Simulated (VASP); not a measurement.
Ge2Sb2Te5, 9 atoms in the cell. It takes space group P-3m1 (No. 164, trigonal). Conventional cell: a = 4.294 Å, b = 4.294 Å, c = 17.101 Å, α = 90.00°, β = 90.00°, γ = 120.00°. Within 4.0 Å of Te (site symmetry 3m) lie 3 Sb at 3.01 Å and 3 Te at 3.70 Å. Within 3.9 Å of Te (site symmetry 3m) lie 3 Ge at 3.00 Å and 3 Sb at 3.20 Å. Te (site symmetry -3m) has 6 Ge at 3.04 Å within 4.0 Å. Sb (site symmetry 3m) has 6 Te at 3.01 to 3.20 Å within 4.0 Å. Within 3.9 Å of Ge (site symmetry 3m) lie 6 Te at 3.00 to 3.04 Å. 

| Property | Result |
| --- | --- |
| Program | VASP 6.6.1 |
| Task | single point |
| Functional | LDA |
| Potentials or basis | VASP PAW LDA potentials, release 64 (Te, Sb, Ge_d) |
| Cutoff | 520 eV |
| k mesh | 7 × 7 × 2 |
| Occupations | fermi-dirac, width 0.05 eV |
| Spin | no spin polarisation |
| Dipole correction | no |
| Further INCAR settings | ALGO = Normal; EDIFF = 1e-06; NBANDS = 44 |

Potentials or basis: VASP PAW LDA potentials, release 64 (Te, Sb, Ge_d).

Run with:

```sh
$ cat potpaw_LDA.64/Te/POTCAR potpaw_LDA.64/Sb/POTCAR potpaw_LDA.64/Ge_d/POTCAR > POTCAR
$ mpirun -np 1 vasp_std > vasp.out
```

Hardware: 1 thread of Intel(R) Xeon(R) Platinum 8259CL CPU @ 2.50GHz (Skylake/Cascade Lake) (shared host).

How long does it take, and how much memory?

It took 3.7 min on 1 thread of Intel(R) Xeon(R) Platinum 8259CL CPU @ 2.50GHz (Skylake/Cascade Lake) (shared host), peak memory 0.38 GiB. Counts: scf iterations 19, k points 16.
